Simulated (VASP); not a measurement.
# K2HfSe3 (P4/mmm) in VASP: a series of runs

K2HfSe3 is run at these levels: PBE; tasks: single point.

Everything below comes from runs of VASP 6.6.1. Logs are shortened: lines on timing, memory, paths and dates and some standing lists are left out, and cuts for length are marked.

### Step 1. The cell of the first run

It takes space group P4/mmm (No. 123, tetragonal). The conventional cell has a = 4.774 Å, b = 4.774 Å, c = 9.098 Å, α = 90.00°, β = 90.00°, γ = 90.00°. Within 4.4 Å of K (site symmetry 4/mmm) lie 12 Se at 3.38 to 4.09 Å. Within 3.0 Å of K (site symmetry 4/mmm) lie 2 Se at 2.23 Å. Within 4.4 Å of Hf (site symmetry 4/mmm) lie 4 K at 3.38 Å and 8 Se at 4.05 Å. Se (site symmetry 4mm) has 1 K at 2.23 Å and 1 Se at 2.32 Å within 3.0 Å. Se (site symmetry 4/mmm) has 2 Se at 2.32 Å within 3.1 Å.

### Step 2. Single point, PBE

The input, INCAR:

```
SYSTEM = K2HfSe3
PREC = Accurate
ENCUT = 520
EDIFF = 1E-6
ISMEAR = 0
SIGMA = 0.1
LREAL = .False.
LASPH = .True.
NELM = 60
ALGO = Normal
ISIF = 2
LWAVE = .False.
LCHARG = .False.
GGA = PE
NBANDS = 32
```

The input, KPOINTS:

```
regular mesh
0
Gamma
  4 4 2
  0 0 0
```

The input, POSCAR:

```
K2HfSe3
1.0
    4.7742207400      0.0000000000      0.0000000000
    0.0000000000      4.7742207400      0.0000000000
    0.0000000000      0.0000000000      9.0982231700
K Hf Se
2 1 3
Direct
    0.5000000000      0.5000000000      0.5000000000
    0.0000000000      0.0000000000      0.0000000000
    0.5000000000      0.5000000000      0.0000000000
    0.0000000000      0.0000000000      0.7545635500
    0.0000000000      0.0000000000      0.2454364500
    0.0000000000      0.0000000000      0.5000000000
```

Potentials or basis: VASP PAW PBE potentials, release 64 (K_sv, Hf_pv, Se).

Started as:

```
cat potpaw_PBE.64/K_sv/POTCAR potpaw_PBE.64/Hf_pv/POTCAR potpaw_PBE.64/Se/POTCAR > POTCAR
mpirun -np 1 vasp_std > vasp.out
```

OUTCAR:

```text
SYSTEM = K2HfSe3
   PREC = Accurate
   ENCUT = 520
   EDIFF = 1E-6
   ISMEAR = 0
   LREAL = .False.
   LASPH = .True.
   NELM = 60
   ISIF = 2
   GGA = PE

 ion  position               nearest neighbor table
   1  0.500  0.500  0.500-
   2  0.000  0.000  0.000-   4 2.23   5 2.23   3 3.38   3 3.38   3 3.38   3 3.38
   3  0.500  0.500  0.000-   2 3.38   2 3.38   2 3.38   2 3.38
   4  0.000  0.000  0.755-   2 2.23   6 2.32
   5  0.000  0.000  0.245-   2 2.23   6 2.32
   6  0.000  0.000  0.500-   4 2.32   5 2.32

  LATTYP: Found a simple tetragonal cell.
 ALAT       =     4.7742207400
 C/A-ratio  =     1.9056980532

  Lattice vectors:

 A1 = (   4.7742207400,   0.0000000000,   0.0000000000)
 A2 = (   0.0000000000,   4.7742207400,   0.0000000000)
 A3 = (   0.0000000000,   0.0000000000,   9.0982231700)

Analysis of symmetry for initial positions (statically):
=====================================================================
 Subroutine PRICEL returns:
 Original cell was already a primitive cell.

 Routine SETGRP: Setting up the symmetry group for a
 simple tetragonal supercell.

 Subroutine GETGRP returns: Found 16 space group operations
 (whereof 16 operations were pure point group operations)
 out of a pool of 16 trial point group operations.

The static configuration has the point symmetry D_4h.

Analysis of symmetry for dynamics (positions and initial velocities):
=====================================================================
 Subroutine PRICEL returns:
 Original cell was already a primitive cell.

 Routine SETGRP: Setting up the symmetry group for a
 simple tetragonal supercell.

 Subroutine GETGRP returns: Found 16 space group operations
 (whereof 16 operations were pure point group operations)
 out of a pool of 16 trial point group operations.

The dynamic configuration has the point symmetry D_4h.

 Subroutine INISYM returns: Found 16 space group operations
 (whereof 16 operations are pure point group operations),
 and found     1 'primitive' translations

----------------------------------------------------------------------------------------

                                     Primitive cell

  volume of cell :     207.3775

  direct lattice vectors                    reciprocal lattice vectors
     4.774220740  0.000000000  0.000000000     0.209458266  0.000000000  0.000000000
     0.000000000  4.774220740  0.000000000     0.000000000  0.209458266  0.000000000
     0.000000000  0.000000000  9.098223170     0.000000000  0.000000000  0.109911571

  length of vectors
     4.774220740  4.774220740  9.098223170     0.209458266  0.209458266  0.109911571

  position of ions in fractional coordinates (direct lattice)
     0.500000000  0.500000000  0.500000000
     0.000000000  0.000000000  0.000000000
     0.500000000  0.500000000  0.000000000
     0.000000000  0.000000000  0.754563550
     0.000000000  0.000000000  0.245436450
     0.000000000  0.000000000  0.500000000

  ion indices of the primitive-cell ions
   primitive index   ion index
                 1           1
                 2           2
                 3           3
                 4           4
                 5           5
                 6           6

----------------------------------------------------------------------------------------

 KPOINTS: regular mesh

Automatic generation of k-mesh.
 Grid dimensions read from file:
 generate k-points for:    4    4    2

 Generating k-lattice:

  Cartesian coordinates                     Fractional coordinates (reciprocal lattice)
     0.052364567  0.000000000  0.000000000     0.250000000  0.000000000  0.000000000
     0.000000000  0.052364567  0.000000000     0.000000000  0.250000000  0.000000000
     0.000000000  0.000000000  0.054955785     0.000000000  0.000000000  0.500000000

  Length of vectors
     0.052364567  0.052364567  0.054955785

  Shift w.r.t. Gamma in fractional coordinates (k-lattice)
     0.000000000  0.000000000  0.000000000

 Subroutine IBZKPT returns following result:
 ===========================================

 Found     12 irreducible k-points:

 Following reciprocal coordinates:
            Coordinates               Weight
  0.000000  0.000000  0.000000      1.000000
  0.250000  0.000000  0.000000      4.000000
  0.500000  0.000000  0.000000      2.000000
  0.250000  0.250000  0.000000      4.000000
  0.500000  0.250000  0.000000      4.000000
  0.500000  0.500000  0.000000      1.000000
  0.000000  0.000000  0.500000      1.000000
  0.250000  0.000000  0.500000      4.000000
  0.500000  0.000000  0.500000      2.000000
  0.250000  0.250000  0.500000      4.000000
  0.500000  0.250000  0.500000      4.000000
  0.500000  0.500000  0.500000      1.000000
   k-points           NKPTS =     12   k-points in BZ     NKDIM =     12   number of bands    NBANDS=     32
   number of dos      NEDOS =    301   number of ions     NIONS =      6
   total plane-waves  NPLWV =  90720
   dimension x,y,z NGX =    36 NGY =   36 NGZ =   70
   dimension x,y,z NGXF=    72 NGYF=   72 NGZF=  140
   ions per type =               2   1   3
   NGX,Y,Z   is equivalent  to a cutoff of  12.54, 12.54, 12.79 a.u.
   NGXF,Y,Z  is equivalent  to a cutoff of  25.07, 25.07, 25.58 a.u.
 SYSTEM =  K2HfSe3
   PREC   = accura    normal or accurate (medium, high low for compatibility)
   ISTART =      0    job   : 0-new  1-cont  2-samecut
   ICHARG =      2    charge: 1-file 2-atom 10-const
   ISPIN  =      1    spin polarized calculation?
   LNONCOLLINEAR =      F non collinear calculations
   LSORBIT =      F    spin-orbit coupling
   LASPH  =      T    aspherical Exc in radial PAW
   ENCUT  =  520.0 eV  38.22 Ry    6.18 a.u.   8.88  8.88 16.92*2*pi/ulx,y,z
   NELM   =     60;   NELMIN=  2; NELMDL= -5     # of ELM steps
   EDIFF  = 0.1E-05   stopping-criterion for ELM
   LREAL  =      F    real-space projection
   EDIFFG = 0.1E-04   stopping-criterion for IOM
   NSW    =      0    number of steps for IOM
   IBRION =     -1    ionic relax: 0-MD 1-quasi-New 2-CG
   NFREE  =      0    steps in history (QN), initial steepest desc. (CG)
   ISIF   =      2    stress and relaxation
   ISYM   =      2    0-nonsym 1-usesym 2-fastsym
   POTIM  = 0.5000    time-step for ionic-motion
   TEBEG  =    0.0;   TEEND  =   0.0 temperature during run
   PSTRESS=    0.0 pullay stress
   NELECT =      46.0000    total number of electrons
   NUPDOWN=      -1.0000    fix difference up-down
   EMIN   =  10.00;   EMAX   =-10.00  energy-range for DOS
   EFERMI =   0.00;   METHOD = LEGACY
   ISMEAR =     0;   SIGMA  =   0.10  broadening in eV -4-tet -1-fermi 0-gaus
   EFERMI_NEDOS =   21; number of points for ismear=-14 and -15
   IALGO  =     38    algorithm
   IMIX   =      4    mixing-type and parameters
     AMIX     =   0.40;   BMIX     =  1.00
     AMIX_MAG =   1.60;   BMIX_MAG =  1.00
  volume/ion in A,a.u.               =      34.56       233.24
  Fermi-wavevector in a.u.,A,eV,Ry     =   0.991000  1.872718 13.362019  0.982081
  Thomas-Fermi vector in A             =   2.122710
   LORBIT       =      0    0 simple, 1 ext, 2 COOP (PROOUT), +10 PAW based schemes
   GGA     = PE    functional components
   LHFCALC =     F    Hartree Fock is set to
   AEXX    =    0.0000 exact exchange contribution
   IVDW    =     0    specifies the selected vdW correction
   LEPSILON=     F    determine dielectric tensor
   LRPA    =     F    only Hartree local field effects (RPA)
 non-spin polarized calculation
 Gauss-broadening in eV      SIGMA  =   0.10
  energy-cutoff  :      520.00
  volume of cell :      207.38
 maximum number of plane-waves:      5612
 NGX is ok and might be reduce to    36
   NGX = 17   NGY = 17   NGZ = 33

 number of electron      45.9999989 magnetization

 Free energy of the ion-electron system (eV)
  ---------------------------------------------------
  ext. energy  EPLUGINS =         0.00000000
  ---------------------------------------------------
  free energy    TOTEN  =       -15.71725243 eV

  energy without entropy =      -15.68645833  energy(sigma->0) =      -15.70185538

 E-fermi :   1.4178     XC(G=0):  -7.9074

 val. band max:        1.3917860114   @ k =   0.0000   0.0000   0.5000
 cond. band min:       1.4616463166   @ k =   0.2500   0.2500   0.5000
 fundamental gap:      0.0698603052
 Fermi energy:         1.4177830443

 k-point     1 :       0.0000    0.0000    0.0000
  band No.  band energies     occupation
      1     -31.7351      2.00000
      2     -31.4629      2.00000
      3     -31.4629      2.00000
      4     -29.1355      2.00000
      5     -28.9755      2.00000
      6     -14.8540      2.00000
[... 24 lines left out ...]
     31       5.0819      0.00000
     32       6.9797      0.00000

 k-point     2 :       0.2500    0.0000    0.0000
  band No.  band energies     occupation
      1     -31.7350      2.00000
      2     -31.4653      2.00000
      3     -31.4627      2.00000
      4     -29.1349      2.00000
      5     -28.9729      2.00000
      6     -14.8490      2.00000
[... 24 lines left out ...]
     31       5.0608      0.00000
     32       5.7613      0.00000

 k-point     3 :       0.5000    0.0000    0.0000
  band No.  band energies     occupation
      1     -31.7349      2.00000
      2     -31.4678      2.00000
      3     -31.4625      2.00000
      4     -29.1342      2.00000
      5     -28.9703      2.00000
      6     -14.8440      2.00000
[... 24 lines left out ...]
     31       5.0282      0.00000
     32       5.7792      0.00000

 k-point     4 :       0.2500    0.2500    0.0000
  band No.  band energies     occupation
      1     -31.7349      2.00000
      2     -31.4651      2.00000
      3     -31.4642      2.00000
      4     -29.1343      2.00000
      5     -28.9722      2.00000
      6     -14.8437      2.00000
[... 234 lines left out ...]
     31       4.9982      0.00000
     32       5.7481      0.00000

 k-point    11 :       0.5000    0.2500    0.5000
  band No.  band energies     occupation
      1     -31.7348      2.00000
      2     -31.4666      2.00000
      3     -31.4640      2.00000
      4     -29.1337      2.00000
      5     -28.9715      2.00000
      6     -14.9201      2.00000
[... 24 lines left out ...]
     31       4.5602      0.00000
     32       5.7871      0.00000

 k-point    12 :       0.5000    0.5000    0.5000
  band No.  band energies     occupation
      1     -31.7347      2.00000
      2     -31.4655      2.00000
      3     -31.4655      2.00000
      4     -29.1331      2.00000
      5     -28.9727      2.00000
      6     -14.9116      2.00000
[... 24 lines left out ...]
     31       3.8875      0.00000
     32       5.8153      0.00000

------------------------ aborting loop because EDIFF is reached ----------------------------------------

  FORCE on cell =-STRESS in cart. coord.  units (eV):
  Direction    XX          YY          ZZ          XY          YZ          ZX
  --------------------------------------------------------------------------------------
  -------------------------------------------------------------------------------------
  Total       -2.3410040     -2.3410040     35.3477251      0.0000000      0.0000000      0.0000000
  in kB      -18.0863594    -18.0863594    273.0929415      0.0000000      0.0000000      0.0000000
  external PRESSURE =      78.9734076 kB  Pullay stress =       0.0000000 kB

 VOLUME and BASIS-vectors are now :
 -----------------------------------------------------------------------------
  energy-cutoff  :      520.00
  volume of cell :      207.38
      direct lattice vectors                 reciprocal lattice vectors
     4.774220740  0.000000000  0.000000000     0.209458266  0.000000000  0.000000000
     0.000000000  4.774220740  0.000000000     0.000000000  0.209458266  0.000000000
     0.000000000  0.000000000  9.098223170     0.000000000  0.000000000  0.109911571

 POSITION                                       TOTAL-FORCE (eV/Angst)
 -----------------------------------------------------------------------------------
      2.38711      2.38711      4.54911        -0.000000      0.000000      0.000000
      0.00000      0.00000      0.00000        -0.000000      0.000000      0.000000
      2.38711      2.38711      0.00000        -0.000000      0.000000      0.000000
      0.00000      0.00000      6.86519        -0.000000      0.000000     -2.793931
      0.00000      0.00000      2.23304         0.000000      0.000000      2.793931
      0.00000      0.00000      4.54911        -0.000000      0.000000      0.000000
 -----------------------------------------------------------------------------------
    total drift:                                0.000000      0.000000      0.000000

  FREE ENERGIE OF THE ION-ELECTRON SYSTEM (eV)
  ---------------------------------------------------
  free  energy   TOTEN  =       -15.7172524296 eV

  energy  without entropy=      -15.6864583288  energy(sigma->0) =      -15.70185538
```

Wall time 90 s (1 thread of Intel Xeon Platinum 8488C (Sapphire Rapids), shared host); peak memory 0.32 GiB.

Results:

```yaml
Free_energy: -15.7173 eV
Pressure: 7.9 GPa
Largest_force: 2.794 eV/Å
Band_gap_on_the_k_mesh: zero (band 23 reaches 1.50 eV, above the bottom of band 24 at 1.24 eV)
```

Forces on the atoms (eV/Å):
```
K    0.000  0.000  0.000
K    0.000  0.000  0.000
Hf   0.000  0.000  0.000
Se   0.000  0.000 -2.794
Se   0.000  0.000  2.794
Se   0.000  0.000  0.000
```

Stress tensor (GPa, compression positive):
```
-1.81  0.00  0.00
 0.00 -1.81  0.00
 0.00  0.00 27.31
```

Caveat: spin-orbit coupling is left out, which moves the levels of the heavy elements; forces of over 1 eV/Å act on the atoms, so gaps and moduli don't describe the material at rest.

### Step 3. Single point, PBE

This run uses another cell than the first one, of 37.80 Å³/atom, 1.094 times its volume.

The input, INCAR:

```
  PREC = Accurate
  ENCUT = 520
  EDIFF = 1E-7
  ISMEAR = 0
  SIGMA = 0.1
  LREAL = F
  LASPH = T
  NELM = 100
  ALGO = Normal
  ISIF = 2
  LWAVE = F
  LCHARG = F
  GGA = PE
  NBANDS = 32
```

The input, KPOINTS:

```
Automatic mesh
0
Gamma
  4 4 2
```

The input, POSCAR:

```
K2HfSe3
1.0
    4.6025163721      0.0000000000      0.0000000000
    0.0000000000      4.6025163721      0.0000000000
    0.0000000000      0.0000000000     10.7070059098
K Hf Se
2 1 3
Direct
    0.5000000000      0.5000000000      0.5000000000
    0.0000000000      0.0000000000      0.0000000000
    0.5000000000      0.5000000000      0.0000000000
    0.0000000000      0.0000000000      0.7346681224
    0.0000000000      0.0000000000      0.2653318776
    0.0000000000      0.0000000000      0.5000000000
```

Potentials or basis: VASP PAW PBE potentials, release 64 (K_sv, Hf_pv, Se).

Started as:

```
cat potpaw_PBE.64/K_sv/POTCAR potpaw_PBE.64/Hf_pv/POTCAR potpaw_PBE.64/Se/POTCAR > POTCAR
mpirun -np 1 vasp_std > vasp.out
```

Wall time 100 s (1 thread of Intel Xeon Platinum 8488C (Sapphire Rapids), shared host); peak memory 0.35 GiB.

Results (log left out):

```yaml
Free_energy: -18.7284 eV
Pressure: 0.2 GPa
Largest_force: 0.022 eV/Å
Band_gap_on_the_k_mesh: zero (band 23 reaches 0.63 eV, above the bottom of band 24 at 0.37 eV)
```

Forces on the atoms (eV/Å):
```
K    0.000  0.000  0.000
K    0.000  0.000  0.000
Hf   0.000  0.000  0.000
Se   0.000  0.000  0.022
Se   0.000  0.000 -0.022
Se   0.000  0.000  0.000
```

Stress tensor (GPa, compression positive):
```
0.09 0.00 0.00
0.00 0.09 0.00
0.00 0.00 0.42
```

Levels at points of the mesh, in eV from the Fermi level:
| k point | band 21 | band 22 | band 23 | band 24 | band 25 | band 26 |
| --- | --- | --- | --- | --- | --- | --- |
| (0.00, 0.00, 0.00) | -0.84 | -0.63 | 0.17 | 0.26 | 0.26 | 0.26 |
| (0.50, 0.00, 0.00) | -0.72 | -0.20 | 0.14 | 0.17 | 0.60 | 0.61 |
| (0.50, 0.50, 0.00) | -0.99 | -0.47 | -0.47 | 0.16 | 0.37 | 0.37 |
| (0.00, 0.00, 0.50) | -0.79 | -0.59 | -0.07 | -0.07 | 0.17 | 0.20 |
| (0.50, 0.00, 0.50) | -0.70 | -0.65 | 0.19 | 0.42 | 0.58 | 0.61 |
| (0.50, 0.50, 0.50) | -0.84 | -0.84 | -0.25 | -0.08 | 0.45 | 0.71 |

Caveat: spin-orbit coupling is left out, which moves the levels of the heavy elements.
